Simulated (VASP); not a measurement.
# W2N (P-3m1) in VASP: notebook, part 2 of 2

VASP 6.6.1. The steps go on from the part before.

### Step 3. Single point, PBE

This run uses another cell than the first one, of 13.59 Å³/atom.

The input, INCAR:

```
SYSTEM = W2N
  PREC = Accurate
  ENCUT = 600
  EDIFF = 1E-6
  ISMEAR = 0
  SIGMA = 0.1
  LREAL = .FALSE.
  LASPH = .TRUE.
  NELM = 120
  ALGO = Normal
  ISIF = 2
  LWAVE = .FALSE.
  LCHARG = .TRUE.
  GGA = PE
  LELF = .TRUE.
  LVHAR = .TRUE.
  NBANDS = 60
  GGA_COMPAT = .FALSE.
```

The input, KPOINTS:

```
regular mesh
0
G
  15 15 2
  0 0 0
```

The input, POSCAR:

```
W2N
1.0
    2.8311628334      0.0000000000      0.0000000000
   -1.4155814167      2.4518589360      0.0000000000
    0.0000000000      0.0000000000     17.6246996803
W N
6 3
Direct
    0.0000000000      0.0000000000      0.0757485466
    0.0000000000      0.0000000000      0.9242514534
    0.3333333333      0.6666666667      0.2618071378
    0.6666666667      0.3333333333      0.7381928622
    0.3333333333      0.6666666667      0.4173907852
    0.6666666667      0.3333333333      0.5826092148
    0.0000000000      0.0000000000      0.5000000000
    0.3333333333      0.6666666667      0.1502610850
    0.6666666667      0.3333333333      0.8497389150
```

Potentials or basis: VASP PAW PBE potentials, release 64 (W_sv, N).

The run is started by

```sh
$ cat potpaw_PBE.64/W_sv/POTCAR potpaw_PBE.64/N/POTCAR > POTCAR
$ mpirun -np 1 vasp_std > vasp.out
```

OUTCAR:

```text
SYSTEM = W2N
   PREC = Accurate
   ENCUT = 600
   EDIFF = 1E-6
   ISMEAR = 0
   LREAL = .FALSE.
   LASPH = .TRUE.
   NELM = 120
   ISIF = 2
   GGA = PE

 ion  position               nearest neighbor table
   1  0.000  0.000  0.076-   8 2.10   8 2.10   8 2.10   2 2.67
   2  0.000  0.000  0.924-   9 2.10   9 2.10   9 2.10   1 2.67
   3  0.333  0.667  0.262-   8 1.97   5 2.74
   4  0.667  0.333  0.738-   9 1.97   6 2.74
   5  0.333  0.667  0.417-   7 2.19   7 2.19   7 2.19   3 2.74   6 3.34   6 3.34   6 3.34
   6  0.667  0.333  0.583-   7 2.19   7 2.19   7 2.19   4 2.74   5 3.34   5 3.34   5 3.34
   7  0.000  0.000  0.500-   5 2.19   6 2.19   6 2.19   5 2.19   6 2.19   5 2.19
   8  0.333  0.667  0.150-   3 1.97   1 2.10   1 2.10   1 2.10
   9  0.667  0.333  0.850-   4 1.97   2 2.10   2 2.10   2 2.10

  LATTYP: Found a hexagonal cell.
 ALAT       =     2.8311628334
 C/A-ratio  =     6.2252511485

  Lattice vectors:

 A1 = (   2.8311628334,   0.0000000000,   0.0000000000)
 A2 = (  -1.4155814167,   2.4518589360,   0.0000000000)
 A3 = (   0.0000000000,   0.0000000000,  17.6246996803)

Analysis of symmetry for initial positions (statically):
=====================================================================
 Subroutine PRICEL returns:
 Original cell was already a primitive cell.

 Routine SETGRP: Setting up the symmetry group for a
 hexagonal supercell.

 Subroutine GETGRP returns: Found 12 space group operations
 (whereof 12 operations were pure point group operations)
 out of a pool of 24 trial point group operations.

The static configuration has the point symmetry D_3d.

Analysis of symmetry for dynamics (positions and initial velocities):
=====================================================================
 Subroutine PRICEL returns:
 Original cell was already a primitive cell.

 Routine SETGRP: Setting up the symmetry group for a
 hexagonal supercell.

 Subroutine GETGRP returns: Found 12 space group operations
 (whereof 12 operations were pure point group operations)
 out of a pool of 24 trial point group operations.

The dynamic configuration has the point symmetry D_3d.

 Subroutine INISYM returns: Found 12 space group operations
 (whereof 12 operations are pure point group operations),
 and found     1 'primitive' translations

----------------------------------------------------------------------------------------

                                     Primitive cell

  volume of cell :     122.3438

  direct lattice vectors                    reciprocal lattice vectors
     2.831162833  0.000000000  0.000000000     0.353211757  0.203926903  0.000000000
    -1.415581417  2.451858936  0.000000000     0.000000000  0.407853806  0.000000000
     0.000000000  0.000000000 17.624699680     0.000000000  0.000000000  0.056738555

  length of vectors
     2.831162833  2.831162833 17.624699680     0.407853806  0.407853806  0.056738555

  position of ions in fractional coordinates (direct lattice)
     0.000000000  0.000000000  0.075748547
     0.000000000  0.000000000  0.924251453
     0.333333333  0.666666667  0.261807138
     0.666666667  0.333333333  0.738192862
     0.333333333  0.666666667  0.417390785
     0.666666667  0.333333333  0.582609215
[... 66 lines left out ...]
  0.333333  0.200000  0.000000     12.000000
  0.400000  0.200000  0.000000      6.000000
 [... further k-points ...]
   k-points           NKPTS =     54   k-points in BZ     NKDIM =     54   number of bands    NBANDS=     60
   number of dos      NEDOS =    301   number of ions     NIONS =      9
   total plane-waves  NPLWV =  82944
   dimension x,y,z NGX =    24 NGY =   24 NGZ =  144
   dimension x,y,z NGXF=    48 NGYF=   48 NGZF=  288
   ions per type =               6   3
   NGX,Y,Z   is equivalent  to a cutoff of  14.09, 14.09, 13.58 a.u.
   NGXF,Y,Z  is equivalent  to a cutoff of  28.19, 28.19, 27.17 a.u.
 SYSTEM =  W2N
   PREC   = accura    normal or accurate (medium, high low for compatibility)
   ISTART =      0    job   : 0-new  1-cont  2-samecut
   ICHARG =      2    charge: 1-file 2-atom 10-const
   ISPIN  =      1    spin polarized calculation?
   LNONCOLLINEAR =      F non collinear calculations
   LSORBIT =      F    spin-orbit coupling
   LASPH  =      T    aspherical Exc in radial PAW
   ENCUT  =  600.0 eV  44.10 Ry    6.64 a.u.   5.65  5.65 35.20*2*pi/ulx,y,z
   NELM   =    120;   NELMIN=  2; NELMDL= -5     # of ELM steps
   EDIFF  = 0.1E-05   stopping-criterion for ELM
   LREAL  =      F    real-space projection
   EDIFFG = 0.1E-04   stopping-criterion for IOM
   NSW    =      0    number of steps for IOM
   IBRION =     -1    ionic relax: 0-MD 1-quasi-New 2-CG
   NFREE  =      0    steps in history (QN), initial steepest desc. (CG)
   ISIF   =      2    stress and relaxation
   ISYM   =      2    0-nonsym 1-usesym 2-fastsym
   POTIM  = 0.5000    time-step for ionic-motion
   TEBEG  =    0.0;   TEEND  =   0.0 temperature during run
   PSTRESS=    0.0 pullay stress
   NELECT =      99.0000    total number of electrons
   NUPDOWN=      -1.0000    fix difference up-down
   EMIN   =  10.00;   EMAX   =-10.00  energy-range for DOS
   EFERMI =   0.00;   METHOD = LEGACY
   ISMEAR =     0;   SIGMA  =   0.10  broadening in eV -4-tet -1-fermi 0-gaus
   EFERMI_NEDOS =   21; number of points for ismear=-14 and -15
   IALGO  =     38    algorithm
   IMIX   =      4    mixing-type and parameters
     AMIX     =   0.40;   BMIX     =  1.00
     AMIX_MAG =   1.60;   BMIX_MAG =  1.00
  volume/ion in A,a.u.               =      13.59        91.74
  Fermi-wavevector in a.u.,A,eV,Ry     =   1.525548  2.882868 31.664794  2.327297
  Thomas-Fermi vector in A             =   2.633703
   LORBIT       =      0    0 simple, 1 ext, 2 COOP (PROOUT), +10 PAW based schemes
   GGA     = PE    functional components
   LHFCALC =     F    Hartree Fock is set to
   AEXX    =    0.0000 exact exchange contribution
   IVDW    =     0    specifies the selected vdW correction
   LEPSILON=     F    determine dielectric tensor
   LRPA    =     F    only Hartree local field effects (RPA)
 non-spin polarized calculation
 Gauss-broadening in eV      SIGMA  =   0.10
  energy-cutoff  :      600.00
  volume of cell :      122.34
 maximum number of plane-waves:      4116
 NGX is ok and might be reduce to    24
   NGX = 11   NGY = 11   NGZ = 71

 number of electron      99.0000007 magnetization

 Free energy of the ion-electron system (eV)
  ---------------------------------------------------
  ext. energy  EPLUGINS =         0.00000000
  ---------------------------------------------------
  free energy    TOTEN  =       -98.13013419 eV

  energy without entropy =      -98.10361178  energy(sigma->0) =      -98.11687298

 E-fermi :   9.9216     XC(G=0): -13.0324

 val. band max:        9.9096817441   @ k =   0.1333   0.0000   0.0000
 cond. band min:       9.9219210302   @ k =   0.0667   0.0667   0.5000
 fundamental gap:      0.0122392862
 Fermi energy:         9.9216404296

 k-point     1 :       0.0000    0.0000    0.0000
  band No.  band energies     occupation
      1     -64.5000      2.00000
      2     -64.4931      2.00000
      3     -64.3782      2.00000
      4     -64.3722      2.00000
      5     -64.3721      2.00000
      6     -64.3381      2.00000
[... 1501 lines left out ...]
     59      13.6297      0.00000
     60      13.6712      0.00000

 [... further k-points ...]

------------------------ aborting loop because EDIFF is reached ----------------------------------------

  FORCE on cell =-STRESS in cart. coord.  units (eV):
  Direction    XX          YY          ZZ          XY          YZ          ZX
  --------------------------------------------------------------------------------------
  -------------------------------------------------------------------------------------
  Total        0.5503095      0.5503095      0.8486460      0.0000000      0.0000000      0.0000000
  in kB        7.2066846      7.2066846     11.1136091      0.0000000      0.0000000      0.0000000
  external PRESSURE =       8.5089928 kB  Pullay stress =       0.0000000 kB

 VOLUME and BASIS-vectors are now :
 -----------------------------------------------------------------------------
  energy-cutoff  :      600.00
  volume of cell :      122.34
      direct lattice vectors                 reciprocal lattice vectors
     2.831162833  0.000000000  0.000000000     0.353211757  0.203926903  0.000000000
    -1.415581417  2.451858936  0.000000000     0.000000000  0.407853806  0.000000000
     0.000000000  0.000000000 17.624699680     0.000000000  0.000000000  0.056738555

 POSITION                                       TOTAL-FORCE (eV/Angst)
 -----------------------------------------------------------------------------------
      0.00000      0.00000      1.33505         0.000000     -0.000000     -0.079285
      0.00000      0.00000     16.28965        -0.000000      0.000000      0.079285
     -0.00000      1.63457      4.61427         0.000000      0.000000      0.070342
      1.41558      0.81729     13.01043        -0.000000     -0.000000     -0.070342
     -0.00000      1.63457      7.35639        -0.000000      0.000000     -0.073861
      1.41558      0.81729     10.26831         0.000000     -0.000000      0.073861
      0.00000      0.00000      8.81235        -0.000000      0.000000      0.000000
     -0.00000      1.63457      2.64831         0.000000      0.000000      0.023178
      1.41558      0.81729     14.97639         0.000000      0.000000     -0.023178
 -----------------------------------------------------------------------------------
    total drift:                                0.000000      0.000000      0.000000

  FREE ENERGIE OF THE ION-ELECTRON SYSTEM (eV)
  ---------------------------------------------------
  free  energy   TOTEN  =       -98.1301341932 eV

  energy  without entropy=      -98.1036117753  energy(sigma->0) =      -98.11687298
```

It took 15 min on 1 thread of Oxide Virtual Turin-like, shared host; peak memory 0.47 GiB.

What came out:

```
Free energy            : -98.1301 eV
Pressure               : 0.9 GPa
Largest force          : 0.079 eV/Å
Band gap on the k mesh : zero (an odd number of electrons rules out a gap without spin polarisation)
```

Forces in eV/Å, atoms in the order of the input:
```
W    0.000  0.000 -0.079
W    0.000  0.000  0.079
W    0.000  0.000  0.070
W    0.000  0.000 -0.070
W    0.000  0.000 -0.074
W    0.000  0.000  0.074
N    0.000  0.000  0.000
N    0.000  0.000  0.023
N    0.000  0.000 -0.023
```

Caveat: spin-orbit coupling is left out, which moves the levels of the heavy elements.

### Step 4. Single point, PBE

This run uses another cell than the first one, of 13.62 Å³/atom.

The input, INCAR:

```
PREC = Accurate
ENCUT = 600
EDIFF = 1E-6
ISMEAR = -1
SIGMA = 0.15
LREAL = F
LASPH = T
NELM = 120
ALGO = Normal
ISIF = 2
LWAVE = F
LCHARG = F
GGA = PE
NBANDS = 60
GGA_COMPAT = F
```

The input, KPOINTS:

```
Automatic mesh
0
Gamma
  15 15 2
```

The input, POSCAR:

```
W2N
1.0
    2.8360349936      0.0000000000      0.0000000000
   -1.4180174968      2.4560783505      0.0000000000
    0.0000000000      0.0000000000     17.5943674904
W N
6 3
Direct
    0.0000000000      0.0000000000      0.0757625420
    0.0000000000      0.0000000000      0.9242374580
    0.3333333333      0.6666666667      0.2618944561
    0.6666666667      0.3333333333      0.7381055439
    0.3333333333      0.6666666667      0.4175853498
    0.6666666667      0.3333333333      0.5824146502
    0.0000000000      0.0000000000      0.5000000000
    0.3333333333      0.6666666667      0.1499715562
    0.6666666667      0.3333333333      0.8500284438
```

Potentials or basis: VASP PAW PBE potentials, release 64 (W_sv, N).

The run is started by

```sh
$ cat potpaw_PBE.64/W_sv/POTCAR potpaw_PBE.64/N/POTCAR > POTCAR
$ mpirun -np 1 vasp_std > vasp.out
```

OUTCAR:

```text
PREC = Accurate
   ENCUT = 600
   EDIFF = 1E-6
   ISMEAR = -1
   LREAL = F
   LASPH = T
   NELM = 120
   ISIF = 2
   GGA = PE

 ion  position               nearest neighbor table
   1  0.000  0.000  0.076-   8 2.09   8 2.09   8 2.09   2 2.67
   2  0.000  0.000  0.924-   9 2.09   9 2.09   9 2.09   1 2.67
   3  0.333  0.667  0.262-   8 1.97   5 2.74
   4  0.667  0.333  0.738-   9 1.97   6 2.74
   5  0.333  0.667  0.418-   7 2.19   7 2.19   7 2.19   3 2.74   6 3.33   6 3.33   6 3.33
[... 1730 lines left out ...]
  Total        0.5604976      0.5604976      0.8418815     -0.0000000     -0.0000000      0.0000000
  in kB        7.3275178      7.3275178     11.0061158     -0.0000000     -0.0000000      0.0000000
  external PRESSURE =       8.5537171 kB  Pullay stress =       0.0000000 kB

 VOLUME and BASIS-vectors are now :
 -----------------------------------------------------------------------------
  energy-cutoff  :      600.00
  volume of cell :      122.55
      direct lattice vectors                 reciprocal lattice vectors
     2.836034994  0.000000000  0.000000000     0.352604958  0.203576567  0.000000000
    -1.418017497  2.456078350  0.000000000     0.000000000  0.407153135  0.000000000
     0.000000000  0.000000000 17.594367490     0.000000000  0.000000000  0.056836371

 POSITION                                       TOTAL-FORCE (eV/Angst)
 -----------------------------------------------------------------------------------
      0.00000      0.00000      1.33299         0.000000      0.000000     -0.080049
      0.00000      0.00000     16.26137        -0.000000      0.000000      0.080049
     -0.00000      1.63739      4.60787         0.000000      0.000000      0.068445
      1.41802      0.81869     12.98650        -0.000000     -0.000000     -0.068445
     -0.00000      1.63739      7.34715         0.000000     -0.000000     -0.075037
      1.41802      0.81869     10.24722        -0.000000      0.000000      0.075037
      0.00000      0.00000      8.79718        -0.000000      0.000000     -0.000000
     -0.00000      1.63739      2.63865        -0.000000      0.000000      0.026051
      1.41802      0.81869     14.95571         0.000000     -0.000000     -0.026051
 -----------------------------------------------------------------------------------
    total drift:                               -0.000000      0.000000      0.000000

  FREE ENERGIE OF THE ION-ELECTRON SYSTEM (eV)
  ---------------------------------------------------
  free  energy   TOTEN  =       -98.3466979230 eV

  energy  without entropy=      -97.8537597442  energy(sigma->0) =      -98.10022883
```

stdout:

```text
POSCAR found type information on POSCAR W N
 POSCAR found :  2 types and       9 ions
 scaLAPACK will be used
 LDA part: xc-table for (Slater+PW92), standard interpolation
 POSCAR, INCAR and KPOINTS ok, starting setup
 FFT: planning ... GRIDC
 FFT: planning ... GRID_SOFT
 FFT: planning ... GRID
 WAVECAR not read
 entering main loop
```

Wall time 17 min (1 thread of Oxide Virtual Turin-like, shared host); peak memory 0.48 GiB.

Results:

```yaml
Free_energy: -98.3467 eV
Pressure: 0.9 GPa
Largest_force: 0.080 eV/Å
Band_gap_on_the_k_mesh: zero (an odd number of electrons rules out a gap without spin polarisation)
```

Forces on the atoms (eV/Å):
```
W    0.000  0.000 -0.080
W    0.000  0.000  0.080
W    0.000  0.000  0.068
W    0.000  0.000 -0.068
W    0.000  0.000 -0.075
W    0.000  0.000  0.075
N    0.000  0.000  0.000
N    0.000  0.000  0.026
N    0.000  0.000 -0.026
```

Stress tensor (GPa, compression positive):
```
0.73 0.00 0.00
0.00 0.73 0.00
0.00 0.00 1.10
```

Levels at points of the mesh, in eV from the Fermi level:
```csv
k point,band 48,band 49,band 50,band 51,band 52,band 53
"(0.00, 0.00, 0.00)",-0.40,-0.40,-0.34,-0.34,0.42,0.42
"(0.00, 0.00, 0.50)",-0.40,-0.40,-0.35,-0.35,0.42,0.42
```

Caveat: spin-orbit coupling is left out, which moves the levels of the heavy elements.

### Step 5. Summary

```tsv
cell	k mesh	smearing	gap on the mesh (eV)	pressure (GPa)	largest force (eV/Å)
a = 2.835, b = 2.835, c = 17.657 Å, angles 90.0, 90.0, 120.0°, 9 atoms, atomic positions A	9 × 9 × 1	gaussian 0.1 eV	none	-0.9	0.32
a = 2.831, b = 2.831, c = 17.625 Å, angles 90.0, 90.0, 120.0°, 9 atoms, atomic positions B	15 × 15 × 2	gaussian 0.1 eV	none	0.9	0.08
a = 2.836, b = 2.836, c = 17.594 Å, angles 90.0, 90.0, 120.0°, 9 atoms, atomic positions C	15 × 15 × 2	fermi-dirac 0.15 eV	none	0.9	0.08
```

Alike in all rows: task single point; level PBE; potentials or basis VASP PAW PBE potentials, release 64 (W_sv, N); no spin polarisation; cutoff (eV) 600.

Caveats: spin-orbit coupling is left out, which moves the levels of the heavy elements.

Absolute energies hang on the potentials; compare differences alone.

The gap in the log of VASP goes by the Fermi energy; the results here count the filled bands.